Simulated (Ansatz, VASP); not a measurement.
**Two plane-wave programs on Au**

```
CELL_PARAMETERS angstrom
2.83677 0.00000 0.00000
0.00000 5.08935 0.00000
0.00000 0.00000 4.84321
ATOMIC_POSITIONS crystal
Au 0.00000 0.33605 0.75000
Au 0.50000 0.16395 0.25000
Au 0.50000 0.83605 0.75000
Au 0.00000 0.66395 0.25000
```

Change from the starting cell: equal strain along all axes, cell held, atoms relaxed: -1.0 %.

Alike in both runs: functional PBE; k mesh 14 × 8 × 10; occupations gaussian, width 0.1 eV; no spin polarisation.

Ansatz relaxed the structure, and its values are those at the end. VASP's run is a single point on that final structure, the one shown.

```csv
,VASP,Ansatz
version,VASP 6.6.1,Ansatz 0.2.0
potentials or method,"VASP PAW PBE potentials, release 64 (Au), cutoff 520 eV","scalar-relativistic, plane waves, PAW"
valence electrons in the cell,44,76
```

VASP gave:

```
gap on the k mesh at the Fermi level (eV) : none
pressure (GPa)                            : 4.2
rms of the force components (eV/Å)        : 0.004
```

Q: What did Ansatz give for the same quantities?

A: gap on the k mesh at the Fermi level (eV): none; pressure (GPa): 4.5; rms of the force components (eV/Å): 0.004.

A gap of «none» marks a metal or a gap that the smearing closes. VASP's potentials hold 44 valence electrons a cell and Ansatz's 76, so a difference there can come from the potentials and not from the codes. Ansatz's warnings: stress scf threshold loose.

Spin-orbit coupling is off throughout.
